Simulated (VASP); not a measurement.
# KTaO3 (P4/mmm) in VASP: a series of runs

Runs on KTaO3. Level: r2SCAN. Tasks: single point.

All numbers are computed with VASP 6.6.1; they aren't measurements. Logs are shortened: lines on timing, memory, paths and dates and some standing lists are left out, and cuts for length are marked.

**1. The cell of the first run**

Symmetry: P4/mmm, No. 123, tetragonal system. Conventional cell: a = 3.789 Å, b = 3.789 Å, c = 4.088 Å, α = 90.00°, β = 90.00°, γ = 90.00°. Within 3.5 Å of K (site symmetry 4/mmm) lie 12 O at 2.68 to 2.79 Å and 8 Ta at 3.37 Å. Ta (site symmetry 4/mmm) has 6 O at 1.89 to 2.04 Å within 2.5 Å. O (site symmetry mmm) has 2 Ta at 1.89 Å within 2.5 Å. O (site symmetry 4/mmm) has 2 Ta at 2.04 Å and 4 K at 2.68 Å and 8 O at 2.79 Å within 2.8 Å.

**2. Single point, r2SCAN (strain -0.050 along x and y, +0.025 along z)**

POSCAR

```
KTaO3
1.0
    3.7888850000      0.0000000000      0.0000000000
    0.0000000000      3.7888850000      0.0000000000
    0.0000000000      0.0000000000      4.0880075000
K Ta O
1 1 3
Direct
    0.5000000000      0.5000000000      0.5000000000
    0.0000000000      0.0000000000      0.0000000000
    0.5000000000      0.0000000000      0.0000000000
    0.0000000000      0.5000000000      0.0000000000
    0.0000000000      0.0000000000      0.5000000000
```

INCAR.step1

```
SYSTEM = KTaO3
ALGO = Normal
EDIFF = 1E-4
ENCUT = 520
GGA = PE
ISMEAR = 0
LASPH = .TRUE.
LCHARG = .FALSE.
LREAL = .FALSE.
LWAVE = .TRUE.
NBANDS = 27
NELM = 80
PREC = Accurate
SIGMA = 0.05
```

INCAR.step2

```
SYSTEM = KTaO3
ALGO = Normal
EDIFF = 1E-6
ENCUT = 520
ISIF = 2
ISMEAR = 0
ISTART = 1
LASPH = .TRUE.
LCHARG = .FALSE.
LMIXTAU = .TRUE.
LREAL = .FALSE.
LWAVE = .FALSE.
METAGGA = R2SCAN
NBANDS = 27
NELM = 80
PREC = Accurate
SIGMA = 0.05
```

KPOINTS

```
k-points
0
G
  6 6 6
  0 0 0
```

Potentials or basis: VASP PAW PBE potentials, release 64 (K_sv, Ta_pv, O).

Command:

```
> cat potpaw_PBE.64/K_sv/POTCAR potpaw_PBE.64/Ta_pv/POTCAR potpaw_PBE.64/O/POTCAR > POTCAR
> cp INCAR.step1 INCAR
> mpirun -np 1 vasp_std > vasp.out
> cp INCAR.step2 INCAR
> mpirun -np 1 vasp_std > vasp.out
```

OUTCAR:

```text
SYSTEM = KTaO3
   EDIFF = 1E-6
   ENCUT = 520
   ISIF = 2
   ISMEAR = 0
   ISTART = 1
   LASPH = .TRUE.
   LREAL = .FALSE.
   METAGGA = R2SCAN
   NELM = 80
   PREC = Accurate

 ion  position               nearest neighbor table
   1  0.500  0.500  0.500-   5 2.68   5 2.68   5 2.68   5 2.68   4 2.79   3 2.79   4 2.79   3 2.79
                             4 2.79   3 2.79   4 2.79   3 2.79   2 3.37   2 3.37   2 3.37   2 3.37
   2  0.000  0.000  0.000-   3 1.89   4 1.89   4 1.89   3 1.89   5 2.04   5 2.04   1 3.37   1 3.37
                             1 3.37   1 3.37   1 3.37   1 3.37   1 3.37   1 3.37
   3  0.500  0.000  0.000-   2 1.89   2 1.89   1 2.79   1 2.79   1 2.79   1 2.79
   4  0.000  0.500  0.000-   2 1.89   2 1.89   1 2.79   1 2.79   1 2.79   1 2.79
   5  0.000  0.000  0.500-   2 2.04   2 2.04   1 2.68   1 2.68   1 2.68   1 2.68

  LATTYP: Found a simple tetragonal cell.
 ALAT       =     3.7888850000
 C/A-ratio  =     1.0789473684

  Lattice vectors:

 A1 = (   3.7888850000,   0.0000000000,   0.0000000000)
 A2 = (   0.0000000000,   3.7888850000,   0.0000000000)
 A3 = (   0.0000000000,   0.0000000000,   4.0880075000)

Analysis of symmetry for initial positions (statically):
=====================================================================
 Subroutine PRICEL returns:
 Original cell was already a primitive cell.

 Routine SETGRP: Setting up the symmetry group for a
 simple tetragonal supercell.

 Subroutine GETGRP returns: Found 16 space group operations
 (whereof 16 operations were pure point group operations)
 out of a pool of 16 trial point group operations.

The static configuration has the point symmetry D_4h.

Analysis of symmetry for dynamics (positions and initial velocities):
=====================================================================
 Subroutine PRICEL returns:
 Original cell was already a primitive cell.

 Routine SETGRP: Setting up the symmetry group for a
 simple tetragonal supercell.

 Subroutine GETGRP returns: Found 16 space group operations
 (whereof 16 operations were pure point group operations)
 out of a pool of 16 trial point group operations.

The dynamic configuration has the point symmetry D_4h.

 Subroutine INISYM returns: Found 16 space group operations
 (whereof 16 operations are pure point group operations),
 and found     1 'primitive' translations

----------------------------------------------------------------------------------------

                                     Primitive cell

  volume of cell :      58.6860

  direct lattice vectors                    reciprocal lattice vectors
     3.788885000  0.000000000  0.000000000     0.263929890  0.000000000  0.000000000
     0.000000000  3.788885000  0.000000000     0.000000000  0.263929890  0.000000000
     0.000000000  0.000000000  4.088007500     0.000000000  0.000000000  0.244617947

  length of vectors
     3.788885000  3.788885000  4.088007500     0.263929890  0.263929890  0.244617947

  position of ions in fractional coordinates (direct lattice)
     0.500000000  0.500000000  0.500000000
     0.000000000  0.000000000  0.000000000
     0.500000000  0.000000000  0.000000000
     0.000000000  0.500000000  0.000000000
     0.000000000  0.000000000  0.500000000

  ion indices of the primitive-cell ions
   primitive index   ion index
                 1           1
                 2           2
                 3           3
                 4           4
                 5           5

----------------------------------------------------------------------------------------

 KPOINTS: k-points

Automatic generation of k-mesh.
 Grid dimensions read from file:
 generate k-points for:    6    6    6

 Generating k-lattice:

  Cartesian coordinates                     Fractional coordinates (reciprocal lattice)
     0.043988315  0.000000000  0.000000000     0.166666667  0.000000000  0.000000000
     0.000000000  0.043988315  0.000000000     0.000000000  0.166666667  0.000000000
     0.000000000  0.000000000  0.040769658     0.000000000  0.000000000  0.166666667

  Length of vectors
     0.043988315  0.043988315  0.040769658

  Shift w.r.t. Gamma in fractional coordinates (k-lattice)
     0.000000000  0.000000000  0.000000000

 Subroutine IBZKPT returns following result:
 ===========================================

 Found     40 irreducible k-points:

 Following reciprocal coordinates:
            Coordinates               Weight
  0.000000  0.000000  0.000000      1.000000
  0.166667  0.000000  0.000000      4.000000
  0.333333  0.000000  0.000000      4.000000
  0.500000  0.000000  0.000000      2.000000
  0.166667  0.166667  0.000000      4.000000
  0.333333  0.166667  0.000000      8.000000
[... 16 lines left out ...]
  0.333333  0.000000  0.333333      8.000000
  0.500000  0.000000  0.333333      4.000000
 [... further k-points ...]
   k-points           NKPTS =     40   k-points in BZ     NKDIM =     40   number of bands    NBANDS=     27
[... 35 lines left out ...]
   LORBIT       =      0    0 simple, 1 ext, 2 COOP (PROOUT), +10 PAW based schemes
   METAGGA = R2SCAN    functional components
   LHFCALC =     F    Hartree Fock is set to
   AEXX    =    0.0000 exact exchange contribution
   IVDW    =     0    specifies the selected vdW correction
   LEPSILON=     F    determine dielectric tensor
   LRPA    =     F    only Hartree local field effects (RPA)
 non-spin polarized calculation
 Gauss-broadening in eV      SIGMA  =   0.05
  energy-cutoff  :      520.00
  volume of cell :       58.69
 maximum number of plane-waves:      1596
   NGX = 15   NGY = 15   NGZ = 15

 number of electron      37.9999985 magnetization

 Free energy of the ion-electron system (eV)
  ---------------------------------------------------
  ext. energy  EPLUGINS =         0.00000000
  ---------------------------------------------------
  free energy    TOTEN  =       -86.49169280 eV

  energy without entropy =      -86.49169280  energy(sigma->0) =      -86.49169280

 E-fermi :   2.2713     XC(G=0): -11.9998

 val. band max:        2.0348341623   @ k =   0.5000   0.5000   0.5000
 cond. band min:       4.7123562372   @ k =   0.0000   0.0000   0.0000
 fundamental gap:      2.6775220749
 Fermi energy:         2.2712709409

 k-point     1 :       0.0000    0.0000    0.0000
  band No.  band energies     occupation
      1     -33.0016      2.00000
      2     -33.0016      2.00000
      3     -32.8422      2.00000
      4     -26.4041      2.00000
      5     -17.1497      2.00000
      6     -16.6241      2.00000
[... 19 lines left out ...]
     26      10.7463      0.00000
     27      10.9370      0.00000

 k-point     2 :       0.1667    0.0000    0.0000
  band No.  band energies     occupation
      1     -33.0532      2.00000
      2     -32.9997      2.00000
      3     -32.8402      2.00000
      4     -26.3914      2.00000
      5     -17.0189      2.00000
      6     -16.3843      2.00000
[... 19 lines left out ...]
     26      11.3466      0.00000
     27      11.9563      0.00000

 k-point     3 :       0.3333    0.0000    0.0000
  band No.  band energies     occupation
      1     -33.1538      2.00000
      2     -32.9959      2.00000
      3     -32.8363      2.00000
      4     -26.3663      2.00000
      5     -16.9690      2.00000
      6     -15.7054      2.00000
[... 19 lines left out ...]
     26      12.2613      0.00000
     27      13.4383      0.00000

 k-point     4 :       0.5000    0.0000    0.0000
  band No.  band energies     occupation
      1     -33.2029      2.00000
      2     -32.9940      2.00000
      3     -32.8343      2.00000
      4     -26.3538      2.00000
      5     -16.9740      2.00000
      6     -15.6701      2.00000
[... 19 lines left out ...]
     26      12.5620      0.00000
     27      13.2120      0.00000
[... 516 lines left out ...]
      4     -26.3713      2.00000
      5     -17.0387      2.00000
      6     -16.3823      2.00000
[... 19 lines left out ...]
     26      12.4575      0.00000
     27      12.9667      0.00000

 k-point    23 :       0.3333    0.0000    0.3333
  band No.  band energies     occupation
      1     -33.1509      2.00000
      2     -32.9941      2.00000
      3     -32.8939      2.00000
      4     -26.3550      2.00000
      5     -16.9087      2.00000
      6     -15.6051      2.00000
[... 19 lines left out ...]
     26      13.3914      0.00000
     27      14.0992      0.00000

 k-point    24 :       0.5000    0.0000    0.3333
  band No.  band energies     occupation
      1     -33.1997      2.00000
      2     -32.9922      2.00000
      3     -32.8915      2.00000
      4     -26.3468      2.00000
      5     -16.8802      2.00000
      6     -15.0969      2.00000
[... 19 lines left out ...]
     26      13.7223      0.00000
     27      14.2722      0.00000

 [... further k-points ...]

------------------------ aborting loop because EDIFF is reached ----------------------------------------

  FORCE on cell =-STRESS in cart. coord.  units (eV):
  Direction    XX          YY          ZZ          XY          YZ          ZX
  --------------------------------------------------------------------------------------
  -------------------------------------------------------------------------------------
  Total       13.2657716     13.2657716     -0.2903543      0.0000000      0.0000000      0.0000000
  in kB      362.1667429    362.1667429     -7.9269179      0.0000000      0.0000000      0.0000000
  external PRESSURE =     238.8021893 kB  Pullay stress =       0.0000000 kB

 VOLUME and BASIS-vectors are now :
 -----------------------------------------------------------------------------
  energy-cutoff  :      520.00
  volume of cell :       58.69
      direct lattice vectors                 reciprocal lattice vectors
     3.788885000  0.000000000  0.000000000     0.263929890  0.000000000  0.000000000
     0.000000000  3.788885000  0.000000000     0.000000000  0.263929890  0.000000000
     0.000000000  0.000000000  4.088007500     0.000000000  0.000000000  0.244617947

 POSITION                                       TOTAL-FORCE (eV/Angst)
 -----------------------------------------------------------------------------------
      1.89444      1.89444      2.04400         0.000000      0.000000      0.000000
      0.00000      0.00000      0.00000         0.000000      0.000000      0.000000
      1.89444      0.00000      0.00000         0.000000      0.000000      0.000000
      0.00000      1.89444      0.00000         0.000000      0.000000      0.000000
      0.00000      0.00000      2.04400         0.000000      0.000000      0.000000
 -----------------------------------------------------------------------------------
    total drift:                                0.000000      0.000000     -0.000000

  FREE ENERGIE OF THE ION-ELECTRON SYSTEM (eV)
  ---------------------------------------------------
  free  energy   TOTEN  =       -86.4916928002 eV

  energy  without entropy=      -86.4916928002  energy(sigma->0) =      -86.49169280
```

Run time: 3.8 min. Hardware: 1 thread of Intel Xeon Platinum 8259CL at 2.50GHz (Skylake/Cascade Lake), shared host; peak memory 0.21 GiB.

What came out:

- Free energy: -86.4917 eV
- Pressure: 23.9 GPa
- Band gap on the k mesh: 2.68 eV (least direct gap 3.21 eV)

Levels at points of the mesh, in eV from the valence-band top:
```csv
k point,band 16,band 17,band 18,band 19,band 20,band 21,band 22,band 23
"(0.00, 0.00, 0.00)",-1.15,-0.70,-0.53,-0.53,2.68,2.68,2.80,6.80
"(0.50, 0.00, 0.00)",-2.10,-1.60,-0.93,-0.77,2.91,6.32,6.33,7.27
"(0.50, 0.50, 0.00)",-1.59,-1.07,-1.07,-0.17,6.38,6.38,7.85,7.99
"(0.00, 0.00, 0.50)",-1.99,-1.96,-0.98,-0.98,2.92,5.24,5.24,8.72
"(0.50, 0.00, 0.50)",-1.96,-1.91,-1.57,-0.12,5.30,6.34,7.28,9.81
"(0.50, 0.50, 0.50)",-4.10,-0.14,0.00,0.00,7.48,7.48,8.16,9.58
```

Caveat: the cell differs from its parent crystal (strain -0.050 along x and y, +0.025 along z); the cell stands under pressure; the PAW data sets were made with another functional, which shifts forces and pressure a little; spin-orbit coupling is left out, which moves the levels of the heavy elements. A k mesh can miss the band edges.

**3. Single point, r2SCAN (strain -0.025 along x and y, +0.050 along z)**

POSCAR, as its differences from that of step 2:

```diff
@@ -2,5 +2,5 @@
 1.0
-    3.7888850000      0.0000000000      0.0000000000
-    0.0000000000      3.7888850000      0.0000000000
-    0.0000000000      0.0000000000      4.0880075000
+    3.8885925000      0.0000000000      0.0000000000
+    0.0000000000      3.8885925000      0.0000000000
+    0.0000000000      0.0000000000      4.1877150000
 K Ta O
```

INCAR.step1

```
PREC = Accurate
ENCUT = 520
ISMEAR = 0
SIGMA = 0.05
LREAL = F
LASPH = T
NELM = 80
NBANDS = 27
GGA = PE
ALGO = Normal
EDIFF = 1E-4
LWAVE = T
LCHARG = F
```

INCAR.step2

```
PREC = Accurate
ENCUT = 520
EDIFF = 1E-7
ISMEAR = 0
SIGMA = 0.05
LREAL = F
LASPH = T
NELM = 80
ALGO = Normal
ISIF = 2
LWAVE = F
LCHARG = T
METAGGA = R2SCAN
LMIXTAU = T
LELF = T
LVHAR = T
NBANDS = 27
ISTART = 1
```

KPOINTS

```
Automatic mesh
0
Gamma
  6 6 6
```

Potentials or basis: VASP PAW PBE potentials, release 64 (K_sv, Ta_pv, O).

Command:

```
> cat potpaw_PBE.64/K_sv/POTCAR potpaw_PBE.64/Ta_pv/POTCAR potpaw_PBE.64/O/POTCAR > POTCAR
> cp INCAR.step1 INCAR
> mpirun -np 1 vasp_std > vasp.out
> cp INCAR.step2 INCAR
> mpirun -np 1 vasp_std > vasp.out
```

Wall time 6.7 min (1 thread of Intel Xeon Platinum 8259CL at 2.50GHz (Skylake/Cascade Lake), shared host); peak memory 0.22 GiB.

It converged, with:

```
Free energy            : -86.8945 eV
Pressure               : 3.8 GPa
Band gap on the k mesh : 2.49 eV (least direct gap 3.04 eV)
```

Stress tensor (GPa, compression positive):
```
 12.62   0.00   0.00
  0.00  12.62   0.00
  0.00   0.00 -13.94
```

Levels at points of the mesh, in eV from the valence-band top:
| k point | band 15 | band 16 | band 17 | band 18 | band 19 | band 20 | band 21 | band 22 | band 23 | band 24 |
| --- | --- | --- | --- | --- | --- | --- | --- | --- | --- | --- |
| (0.00, 0.00, 0.00) | -1.11 | -1.11 | -0.72 | -0.55 | -0.55 | 2.49 | 2.49 | 2.60 | 6.04 | 7.66 |
| (0.50, 0.00, 0.00) | -2.28 | -2.19 | -1.42 | -0.95 | -0.77 | 2.68 | 5.72 | 5.72 | 6.41 | 9.31 |
| (0.50, 0.50, 0.00) | -3.36 | -1.67 | -1.01 | -1.01 | -0.18 | 5.76 | 5.76 | 6.92 | 7.23 | 11.08 |
| (0.00, 0.00, 0.50) | -1.85 | -1.85 | -1.77 | -1.06 | -1.06 | 2.70 | 4.77 | 4.77 | 7.68 | 9.37 |
| (0.50, 0.00, 0.50) | -2.19 | -1.85 | -1.82 | -1.81 | -0.10 | 4.82 | 5.74 | 6.59 | 8.66 | 10.40 |
| (0.50, 0.50, 0.50) | -3.88 | -3.88 | -0.16 | 0.00 | 0.00 | 6.73 | 6.73 | 7.34 | 9.39 | 9.39 |

Caveat: the cell differs from its parent crystal (strain -0.025 along x and y, +0.050 along z); the cell stands under pressure; the PAW data sets were made with another functional, which shifts forces and pressure a little; spin-orbit coupling is left out, which moves the levels of the heavy elements. A k mesh can miss the band edges.

**4. Single point, r2SCAN (strain +0.025 along x and y, -0.050 along z)**

POSCAR, as its differences from that of step 3:

```diff
@@ -2,5 +2,5 @@
 1.0
-    3.8885925000      0.0000000000      0.0000000000
-    0.0000000000      3.8885925000      0.0000000000
-    0.0000000000      0.0000000000      4.1877150000
+    4.0880075000      0.0000000000      0.0000000000
+    0.0000000000      4.0880075000      0.0000000000
+    0.0000000000      0.0000000000      3.7888850000
 K Ta O
```

INCAR.step1

```
SYSTEM = KTaO3
PREC = Accurate
ENCUT = 520
ISMEAR = 0
SIGMA = 0.05
LREAL = .FALSE.
LASPH = .TRUE.
NELM = 60
NBANDS = 27
GGA = PE
ALGO = Normal
EDIFF = 1E-4
LWAVE = .TRUE.
LCHARG = .FALSE.
```

INCAR.step2

```
SYSTEM = KTaO3
PREC = Accurate
ENCUT = 520
EDIFF = 1E-7
ISMEAR = 0
SIGMA = 0.05
LREAL = .FALSE.
LASPH = .TRUE.
NELM = 60
ALGO = Normal
ISIF = 2
LWAVE = .FALSE.
LCHARG = .FALSE.
METAGGA = R2SCAN
LMIXTAU = .TRUE.
NBANDS = 27
ISTART = 1
```

KPOINTS

```
regular mesh
0
G
  6 6 6
  0 0 0
```

Command:

```
> cat potpaw_PBE.64/K_sv/POTCAR potpaw_PBE.64/Ta_pv/POTCAR potpaw_PBE.64/O/POTCAR > POTCAR
> cp INCAR.step1 INCAR
> mpirun -np 1 vasp_std > vasp.out
> cp INCAR.step2 INCAR
> mpirun -np 1 vasp_std > vasp.out
```

Wall time 5.3 min (1 thread of Intel Xeon Platinum 8259CL at 2.50GHz (Skylake/Cascade Lake), shared host); peak memory 0.22 GiB.

The run converged. Its results:

| Property | Result |
| --- | --- |
| Free energy | -86.8401 eV |
| Pressure | 4.0 GPa |
| Band gap on the k mesh | 2.44 eV (least direct gap 3.07 eV) |

Stress tensor (GPa, compression positive):
```
-7.10  0.00  0.00
 0.00 -7.10  0.00
 0.00  0.00 26.24
```

Levels at points of the mesh, in eV from the valence-band top:
```csv
k point,band 17,band 18,band 19,band 20,band 21,band 22
"(0.00, 0.00, 0.00)",-0.67,-0.67,-0.63,2.44,2.56,2.56
"(0.50, 0.00, 0.00)",-1.56,-1.08,-0.86,2.68,5.04,5.04
"(0.50, 0.50, 0.00)",-2.13,-1.78,-0.07,5.07,5.07,6.25
"(0.00, 0.00, 0.50)",-1.50,-0.85,-0.85,2.67,6.11,6.11
"(0.50, 0.00, 0.50)",-1.32,-1.25,-0.18,5.11,6.13,7.09
"(0.50, 0.50, 0.50)",-0.11,-0.11,0.00,6.42,7.20,7.20
```

Caveat: the cell differs from its parent crystal (strain +0.025 along x and y, -0.050 along z); the cell stands under pressure; the PAW data sets were made with another functional, which shifts forces and pressure a little; spin-orbit coupling is left out, which moves the levels of the heavy elements. A k mesh can miss the band edges.

**5. Summary**

```csv
cell,gap on the mesh (eV),pressure (GPa)
"a = 3.789, b = 3.789, c = 4.088 Å, 5 atoms",2.68,23.9
"a = 3.889, b = 3.889, c = 4.188 Å, 5 atoms",2.49,3.8
"a = 4.088, b = 4.088, c = 3.789 Å, 5 atoms",2.44,4.0
```

Alike in all rows: task single point; level r2SCAN; potentials or basis VASP PAW PBE potentials, release 64 (K_sv, Ta_pv, O); no spin polarisation; k mesh 6 × 6 × 6; cutoff (eV) 520; smearing gaussian 0.05 eV.

Caveats: the cell stands under pressure; the PAW data sets were made with another functional, which shifts forces and pressure a little; spin-orbit coupling is left out, which moves the levels of the heavy elements.

Absolute energies hang on the potentials; compare differences alone.
